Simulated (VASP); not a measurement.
Wanted: the native input for a VASP 6.6.1 run.

* Task: single point
* Functional: r2SCAN
* Potentials or basis: VASP PAW PBE potentials, release 64 (Pb_d, Te)
* Cutoff: 520 eV
* k mesh: 6 × 6 × 6
* Occupations: gaussian, width 0.01 eV
* Spin: no spin polarisation
* Dipole correction: no
* Further INCAR settings: ALGO = Normal; EDIFF = 1e-06; NBANDS = 17

Crystal: TePb.

```
CELL_PARAMETERS angstrom
0.00000 3.60508 3.70983
3.60508 0.00000 3.70983
3.60508 3.60508 0.00000
ATOMIC_POSITIONS crystal
Pb 0.00000 0.00000 0.00000
Te 0.25000 0.25000 0.25000
```

This cell differs from its parent crystal: epitaxial xy strain -1.0%.

One way to write it, as run:

POSCAR

```
TePb
1.0
    0.0000000000      3.6050791285      3.7098293913
    3.6050791285      0.0000000000      3.7098293913
    3.6050791285      3.6050791285      0.0000000000
Pb Te
1 1
Direct
    0.0000000000      0.0000000000      0.0000000000
    0.2500000000      0.2500000000      0.2500000000
```

INCAR.step1

```
  PREC = Accurate
  ENCUT = 520
  ISMEAR = 0
  SIGMA = 0.01
  LREAL = F
  LASPH = T
  NELM = 60
  NBANDS = 17
  GGA = PE
  ALGO = Normal
  EDIFF = 1E-4
  LWAVE = T
  LCHARG = F
```

INCAR.step2

```
  PREC = Accurate
  ENCUT = 520
  EDIFF = 1E-6
  ISMEAR = 0
  SIGMA = 0.01
  LREAL = F
  LASPH = T
  NELM = 60
  ALGO = Normal
  ISIF = 2
  LWAVE = F
  LCHARG = F
  METAGGA = R2SCAN
  LMIXTAU = T
  NBANDS = 17
  ISTART = 1
```

KPOINTS

```
regular mesh
0
Gamma
  6 6 6
```

Potentials or basis: VASP PAW PBE potentials, release 64 (Pb_d, Te).

Command:

```sh
$ cat potpaw_PBE.64/Pb_d/POTCAR potpaw_PBE.64/Te/POTCAR > POTCAR
$ cp INCAR.step1 INCAR
$ mpirun -np 1 vasp_std > vasp.out
$ cp INCAR.step2 INCAR
$ mpirun -np 1 vasp_std > vasp.out
```

Results of the run:

| Property | Result |
| --- | --- |
| Pressure | 0.0 GPa |
| Band gap on the k mesh | 0.82 eV, indirect (least direct gap 1.37 eV) |

Caveat: the cell differs from its parent crystal (epitaxial xy strain -1.0%); the PAW data sets were made with another functional, which shifts forces and pressure a little; spin-orbit coupling is left out, which moves the levels of the heavy elements.

Run time: 72 s on 1 thread of Intel(R) Xeon(R) 6975P-C (Granite Rapids), with other jobs on the host, peak memory 0.28 GiB.
